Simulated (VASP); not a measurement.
Wanted: the native input for a VASP 6.6.1 run.

* Task: single point
* Functional: PBE
* Dispersion: D3(BJ)
* Potentials or basis: VASP PAW PBE potentials, release 64 (Ta_pv, N)
* Cutoff: 520 eV
* k mesh: 9 × 9 × 9
* Occupations: fermi-dirac, width 0.1 eV
* Spin: no spin polarisation
* Dipole correction: no
* Further INCAR settings: ALGO = Normal; EDIFF = 1e-06; NBANDS = 15

The structure of TaN lies in POSCAR:

```
TaN
1.0
    0.0000000000      2.1643753983      2.1643753983
    2.1643753983      0.0000000000      2.1643753983
    2.1643753983      2.1643753983      0.0000000000
Ta N
1 1
Direct
    0.5000000000      0.5000000000      0.5000000000
    0.0000000000      0.0000000000      0.0000000000
```

One way to write it, as run:

INCAR

```
SYSTEM = TaN
  PREC = Accurate
  ENCUT = 520
  EDIFF = 1E-6
  ISMEAR = -1
  SIGMA = 0.1
  LREAL = .False.
  LASPH = .True.
  NELM = 100
  ALGO = Normal
  ISIF = 2
  LWAVE = .False.
  LCHARG = .False.
  GGA = PE
  IVDW = 12
  NBANDS = 15
```

KPOINTS

```
Automatic mesh
0
Gamma
  9 9 9
  0 0 0
```

Potentials or basis: VASP PAW PBE potentials, release 64 (Ta_pv, N).

Run with:

```sh
$ cat potpaw_PBE.64/Ta_pv/POTCAR potpaw_PBE.64/N/POTCAR > POTCAR
$ mpirun -np 1 vasp_std > vasp.out
```

Results of the run:

- Pressure: 15.8 GPa
- Band gap on the k mesh: zero (band 8 reaches 11.76 eV, above the bottom of band 9 at 7.85 eV)
- Dispersion energy per atom: -0.496 eV

Caveat: spin-orbit coupling is left out, which moves the levels of the heavy elements; pairwise dispersion overbinds metals, which lowers pressure and volume.

It took 9.6 s on 1 thread of Intel(R) Xeon(R) Platinum 8488C (Sapphire Rapids), on a shared host, peak memory 0.16 GiB.
